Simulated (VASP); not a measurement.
# Si (Fddd) in VASP: a series of runs

Runs on Si. Level: LDA. Tasks: single point.

Program: VASP 6.6.1. These are calculated values, not measurements. Logs are shortened: lines on timing, memory, paths and dates and some standing lists are left out, and cuts for length are marked.

## Step 1: The cell of the first run

It takes space group Fddd (No. 70, orthorhombic). Conventional cell: a = 5.098 Å, b = 5.118 Å, c = 5.989 Å, α = 90.00°, β = 90.00°, γ = 90.00°. Si (site symmetry 222) has 4 Si at 2.35 Å within 3.1 Å.

## Step 2: Single point, LDA

INCAR

```
PREC = Accurate
ENCUT = 520
EDIFF = 1E-6
ISMEAR = 0
SIGMA = 0.05
LREAL = False
LASPH = True
NELM = 60
ALGO = Normal
ISIF = 2
LWAVE = False
LCHARG = False
NBANDS = 11
```

KPOINTS

```
regular mesh
0
Gamma
  12 12 12
```

POSCAR

```
Si
1.0
    0.0000000000      2.9945108257      2.5590069965
    2.5488790005      0.0000000000      2.5590069965
    2.5488790005      2.9945108257      0.0000000000
Si
2
Direct
    0.5000000000      0.5000000000      0.5000000000
    0.7500000000      0.7500000000      0.7500000000
```

Potentials or basis: VASP PAW LDA potentials, release 64 (Si).

Command:

```console
cat potpaw_LDA.64/Si/POTCAR > POTCAR
mpirun -np 1 vasp_std > vasp.out
```

OUTCAR:

```text
PREC = Accurate
   ENCUT = 520
   EDIFF = 1E-6
   ISMEAR = 0
   LREAL = False
   LASPH = True
   NELM = 60
   ISIF = 2

 ion  position               nearest neighbor table
   1  0.500  0.500  0.500-   2 2.35   2 2.35   2 2.35   2 2.35
   2  0.750  0.750  0.750-   1 2.35   1 2.35   1 2.35   1 2.35

  LATTYP: Found a face centered orthorhombic cell.
 ALAT       =     5.0977580010
 B/A-ratio  =     1.0039735099
 C/A-ratio  =     1.1748344371

  Lattice vectors:

 A1 = (   0.0000000000,   2.9945108257,  -2.5590069965)
 A2 = (   2.5488790005,   2.9945108257,   0.0000000000)
 A3 = (   2.5488790005,   0.0000000000,  -2.5590069965)

Analysis of symmetry for initial positions (statically):
=====================================================================
 Subroutine PRICEL returns:
 Original cell was already a primitive cell.

 Routine SETGRP: Setting up the symmetry group for a
 face centered orthorhombic supercell.

 Subroutine GETGRP returns: Found  8 space group operations
 (whereof  4 operations were pure point group operations)
 out of a pool of  8 trial point group operations.

The static configuration has the point symmetry D_2 .
 The point group associated with its full space group is D_2h.

Analysis of symmetry for dynamics (positions and initial velocities):
=====================================================================
 Subroutine PRICEL returns:
 Original cell was already a primitive cell.

 Routine SETGRP: Setting up the symmetry group for a
 face centered orthorhombic supercell.

 Subroutine GETGRP returns: Found  8 space group operations
 (whereof  4 operations were pure point group operations)
 out of a pool of  8 trial point group operations.

The dynamic configuration has the point symmetry D_2 .
 The point group associated with its full space group is D_2h.

 Subroutine INISYM returns: Found  8 space group operations
 (whereof  4 operations are pure point group operations),
 and found     1 'primitive' translations

----------------------------------------------------------------------------------------

                                     Primitive cell

  volume of cell :      39.0640

  direct lattice vectors                    reciprocal lattice vectors
     0.000000000  2.994510826  2.559006996    -0.196164667  0.166972180  0.195388290
     2.548879000  0.000000000  2.559006996     0.196164667 -0.166972180  0.195388290
     2.548879000  2.994510826  0.000000000     0.196164667  0.166972180 -0.195388290

  length of vectors
     3.938986150  3.611827926  3.932413921     0.323321619  0.323321619  0.323321619

  position of ions in fractional coordinates (direct lattice)
     0.500000000  0.500000000  0.500000000
     0.750000000  0.750000000  0.750000000

  ion indices of the primitive-cell ions
   primitive index   ion index
                 1           1
                 2           2

----------------------------------------------------------------------------------------

 KPOINTS: regular mesh

Automatic generation of k-mesh.
 Grid dimensions read from file:
 generate k-points for:   12   12   12

 Generating k-lattice:

  Cartesian coordinates                     Fractional coordinates (reciprocal lattice)
    -0.016347056  0.013914348  0.016282357     0.083333333 -0.000000000  0.000000000
     0.016347056 -0.013914348  0.016282357    -0.000000000  0.083333333  0.000000000
     0.016347056  0.013914348 -0.016282357     0.000000000  0.000000000  0.083333333

  Length of vectors
     0.026943468  0.026943468  0.026943468

  Shift w.r.t. Gamma in fractional coordinates (k-lattice)
     0.000000000  0.000000000  0.000000000

 Subroutine IBZKPT returns following result:
 ===========================================

 Found    280 irreducible k-points:

 Following reciprocal coordinates:
            Coordinates               Weight
  0.000000  0.000000  0.000000      1.000000
  0.083333  0.000000  0.000000      8.000000
  0.166667  0.000000  0.000000      8.000000
  0.250000  0.000000  0.000000      8.000000
  0.333333  0.000000  0.000000      8.000000
  0.416667  0.000000  0.000000      8.000000
[... 16 lines left out ...]
  0.500000  0.166667  0.000000      8.000000
 -0.416667  0.166667 -0.000000      8.000000
 [... further k-points ...]
   k-points           NKPTS =    280   k-points in BZ     NKDIM =    280   number of bands    NBANDS=     11
   number of dos      NEDOS =    301   number of ions     NIONS =      2
   total plane-waves  NPLWV =  25200
   dimension x,y,z NGX =    30 NGY =   28 NGZ =   30
   dimension x,y,z NGXF=    60 NGYF=   56 NGZF=   60
   ions per type =               2
   NGX,Y,Z   is equivalent  to a cutoff of  12.66, 12.89, 12.68 a.u.
   NGXF,Y,Z  is equivalent  to a cutoff of  25.32, 25.78, 25.37 a.u.
 SYSTEM =  unknown system
   PREC   = accura    normal or accurate (medium, high low for compatibility)
   ISTART =      0    job   : 0-new  1-cont  2-samecut
   ICHARG =      2    charge: 1-file 2-atom 10-const
   ISPIN  =      1    spin polarized calculation?
   LNONCOLLINEAR =      F non collinear calculations
   LSORBIT =      F    spin-orbit coupling
   LASPH  =      T    aspherical Exc in radial PAW
   ENCUT  =  520.0 eV  38.22 Ry    6.18 a.u.   7.32  6.72  7.31*2*pi/ulx,y,z
   NELM   =     60;   NELMIN=  2; NELMDL= -5     # of ELM steps
   EDIFF  = 0.1E-05   stopping-criterion for ELM
   LREAL  =      F    real-space projection
   EDIFFG = 0.1E-04   stopping-criterion for IOM
   NSW    =      0    number of steps for IOM
   IBRION =     -1    ionic relax: 0-MD 1-quasi-New 2-CG
   NFREE  =      0    steps in history (QN), initial steepest desc. (CG)
   ISIF   =      2    stress and relaxation
   ISYM   =      2    0-nonsym 1-usesym 2-fastsym
   POTIM  = 0.5000    time-step for ionic-motion
   TEBEG  =    0.0;   TEEND  =   0.0 temperature during run
   PSTRESS=    0.0 pullay stress
   NELECT =       8.0000    total number of electrons
   NUPDOWN=      -1.0000    fix difference up-down
   EMIN   =  10.00;   EMAX   =-10.00  energy-range for DOS
   EFERMI =   0.00;   METHOD = LEGACY
   ISMEAR =     0;   SIGMA  =   0.05  broadening in eV -4-tet -1-fermi 0-gaus
   EFERMI_NEDOS =   21; number of points for ismear=-14 and -15
   IALGO  =     38    algorithm
   IMIX   =      4    mixing-type and parameters
     AMIX     =   0.40;   BMIX     =  1.00
     AMIX_MAG =   1.60;   BMIX_MAG =  1.00
  volume/ion in A,a.u.               =      19.53       131.81
  Fermi-wavevector in a.u.,A,eV,Ry     =   0.964967  1.823524 12.669229  0.931162
  Thomas-Fermi vector in A             =   2.094644
   LORBIT       =      0    0 simple, 1 ext, 2 COOP (PROOUT), +10 PAW based schemes
   GGA     = CA    functional components
   LHFCALC =     F    Hartree Fock is set to
   AEXX    =    0.0000 exact exchange contribution
   IVDW    =     0    specifies the selected vdW correction
   LEPSILON=     F    determine dielectric tensor
   LRPA    =     F    only Hartree local field effects (RPA)
 non-spin polarized calculation
 Gauss-broadening in eV      SIGMA  =   0.05
  energy-cutoff  :      520.00
  volume of cell :       39.06
 maximum number of plane-waves:      1070
 NGX is ok and might be reduce to    30

 number of electron       8.0000000 magnetization

 Free energy of the ion-electron system (eV)
  ---------------------------------------------------
  ext. energy  EPLUGINS =         0.00000000
  ---------------------------------------------------
  free energy    TOTEN  =       -11.68793954 eV

  energy without entropy =      -11.68760191  energy(sigma->0) =      -11.68777073

 E-fermi :   6.3170     XC(G=0):  -9.7232

 val. band max:        6.2852073418   @ k =  -0.1667  -0.0000   0.1667
 cond. band min:       6.3187625533   @ k =   0.5000   0.4167  -0.0000
 fundamental gap:      0.0335552115
 Fermi energy:         6.3170273725

 k-point     1 :       0.0000    0.0000    0.0000
  band No.  band energies     occupation
      1      -6.0750      2.00000
      2       5.1597      2.00000
      3       6.5159      0.00000
      4       6.5339      0.00000
      5       8.5249      0.00000
      6       8.5403      0.00000
      7       9.0045      0.00000
      8       9.0516      0.00000
      9      12.4478      0.00000
     10      13.8806      0.00000
     11      14.7363      0.00000

 k-point     2 :       0.0833    0.0000    0.0000
  band No.  band energies     occupation
      1      -5.9809      2.00000
      2       4.7711      2.00000
      3       5.8496      2.00000
      4       6.4105      0.00817
      5       8.4140      0.00000
      6       8.7530      0.00000
      7       9.2132      0.00000
      8       9.7606      0.00000
      9      12.3739      0.00000
     10      14.2711      0.00000
     11      14.9347      0.00000

 k-point     3 :       0.1667    0.0000    0.0000
  band No.  band energies     occupation
      1      -5.7012      2.00000
      2       3.5613      2.00000
      3       5.1319      2.00000
      4       6.1815      1.99987
      5       7.9674      0.00000
      6       9.2585      0.00000
      7       9.6144      0.00000
      8      10.9193      0.00000
      9      12.6755      0.00000
     10      14.2091      0.00000
     11      15.0235      0.00000

 k-point     4 :       0.2500    0.0000    0.0000
  band No.  band energies     occupation
      1      -5.2465      2.00000
      2       2.0657      2.00000
      3       4.6527      2.00000
      4       5.9713      2.00000
      5       7.4732      0.00000
      6       9.7664      0.00000
      7       9.7919      0.00000
      8      12.0201      0.00000
      9      13.6388      0.00000
     10      13.8014      0.00000
     11      15.3788      0.00000
[... 239 lines left out ...]
 k-point    22 :       0.4167    0.1667    0.0000
  band No.  band energies     occupation
      1      -4.0083      2.00000
      2       0.2910      2.00000
      3       3.4500      2.00000
      4       4.3225      2.00000
      5       7.4837      0.00000
      6       9.6269      0.00000
      7      10.6569      0.00000
      8      11.9045      0.00000
      9      15.3883      0.00000
     10      16.0625      0.00000
     11      17.5756      0.00000

 k-point    23 :       0.5000    0.1667    0.0000
  band No.  band energies     occupation
      1      -3.4152      2.00000
      2      -0.6626      2.00000
      3       3.2370      2.00000
      4       4.2256      2.00000
      5       7.4231      0.00000
      6       9.5984      0.00000
      7      11.6408      0.00000
      8      11.9546      0.00000
      9      15.0889      0.00000
     10      16.7504      0.00000
     11      17.1138      0.00000

 k-point    24 :      -0.4167    0.1667   -0.0000
  band No.  band energies     occupation
      1      -3.3733      2.00000
      2      -0.7467      2.00000
      3       3.1232      2.00000
      4       4.2545      2.00000
      5       7.4975      0.00000
      6       9.6482      0.00000
      7      11.5100      0.00000
      8      13.3781      0.00000
      9      13.7880      0.00000
     10      16.0739      0.00000
     11      18.0801      0.00000

 [... further k-points ...]
[... 5 lines left out ...]
  --------------------------------------------------------------------------------------
  -------------------------------------------------------------------------------------
  Total        1.5118099     -3.0274653      1.5022849      0.0000000      0.0000000      0.0000000
  in kB       62.0056383   -124.1689993     61.6149780      0.0000000      0.0000000      0.0000000
  external PRESSURE =      -0.1827943 kB  Pullay stress =       0.0000000 kB

 VOLUME and BASIS-vectors are now :
 -----------------------------------------------------------------------------
  energy-cutoff  :      520.00
  volume of cell :       39.06
      direct lattice vectors                 reciprocal lattice vectors
     0.000000000  2.994510826  2.559006996    -0.196164667  0.166972180  0.195388290
     2.548879000  0.000000000  2.559006996     0.196164667 -0.166972180  0.195388290
     2.548879000  2.994510826  0.000000000     0.196164667  0.166972180 -0.195388290

 POSITION                                       TOTAL-FORCE (eV/Angst)
 -----------------------------------------------------------------------------------
      2.54888      2.99451      2.55901         0.000000      0.000000      0.000000
      3.82332      4.49177      3.83851         0.000000      0.000000     -0.000000
 -----------------------------------------------------------------------------------
    total drift:                                0.000000     -0.000000     -0.000000

  FREE ENERGIE OF THE ION-ELECTRON SYSTEM (eV)
  ---------------------------------------------------
  free  energy   TOTEN  =       -11.6879395432 eV

  energy  without entropy=      -11.6876019123  energy(sigma->0) =      -11.68777073
```

Wall time 1.7 min (1 thread of Intel Xeon Platinum 8259CL at 2.50GHz (Skylake/Cascade Lake), shared host); peak memory 0.21 GiB.

What came out:

| Item | Value |
| --- | --- |
| Free energy | -11.6879 eV |
| Pressure | 0.0 GPa |
| Band gap on the k mesh | zero (band 4 reaches 6.53 eV, above the bottom of band 5 at 6.05 eV) |

Caveat: the cell differs from its parent crystal (strain +e along x and -e along y -0.0825, strain +e along z and -e/2 along x and y -0.0525).

## Step 3: Single point, LDA

This run uses another cell than the first one, of the same volume but with other edges.

INCAR

```
SYSTEM = Si
PREC     = Accurate       ! precision mode
ENCUT    = 520            ! plane-wave cutoff, eV
EDIFF    = 1E-6           ! SCF threshold, eV
ISMEAR   = 0              ! smearing method
SIGMA    = 0.05           ! smearing width, eV
LREAL    = .False.        ! projectors in reciprocal space
LASPH    = .True.         ! aspherical terms in the spheres
NELM     = 80             ! most SCF steps
ALGO     = Normal         ! electronic algorithm
ISIF     = 2              ! what is computed and relaxed
LWAVE    = .False.        ! write WAVECAR
LCHARG   = .False.        ! write CHGCAR
GGA      = CA             ! functional
NBANDS   = 11             ! bands
```

KPOINTS

```
Automatic mesh
0
Gamma
  12 12 12
  0 0 0
```

POSCAR

```
Si
1.0
    0.0000000000      2.8999828628      2.7480629224
    2.4543510375      0.0000000000      2.7480629224
    2.4543510375      2.8999828628      0.0000000000
Si
2
Direct
    0.5000000000      0.5000000000      0.5000000000
    0.7500000000      0.7500000000      0.7500000000
```

Potentials or basis: VASP PAW LDA potentials, release 64 (Si).

Command:

```console
cat potpaw_LDA.64/Si/POTCAR > POTCAR
mpirun -np 1 vasp_std > vasp.out
```

It took 97 s on 1 thread of Intel Xeon Platinum 8259CL at 2.50GHz (Skylake/Cascade Lake), shared host; peak memory 0.2 GiB.

It converged, with:

```
Free energy            : -11.7729 eV
Pressure               : -0.2 GPa
Band gap on the k mesh : zero (band 4 reaches 6.62 eV, above the bottom of band 5 at 5.65 eV)
```

Stress tensor (GPa, compression positive):
```
 6.10  0.00  0.00
 0.00 -7.05  0.00
 0.00  0.00  0.37
```

Levels at points of the mesh, in eV from the Fermi level:
```csv
k point,band 2,band 3,band 4,band 5,band 6,band 7
"(0.00, 0.00, 0.00)",-0.58,-0.07,0.54,2.25,2.68,2.85
"(0.50, 0.00, 0.00)",-7.14,-1.92,-0.62,0.88,2.81,4.36
"(0.50, 0.50, 0.00)",-8.03,-2.73,-2.73,0.74,0.74,8.40
"(0.50, 0.00, 0.50)",-8.37,-2.32,-2.32,1.17,1.17,9.10
"(0.00, 0.50, 0.50)",-7.37,-3.62,-3.62,-0.17,-0.17,9.55
```

Caveat: the cell differs from its parent crystal (strain +e along x and -e along y -0.0825, strain +e along z and -e/2 along x and y +0.0175).

(Part 1 of 3 ends here.)
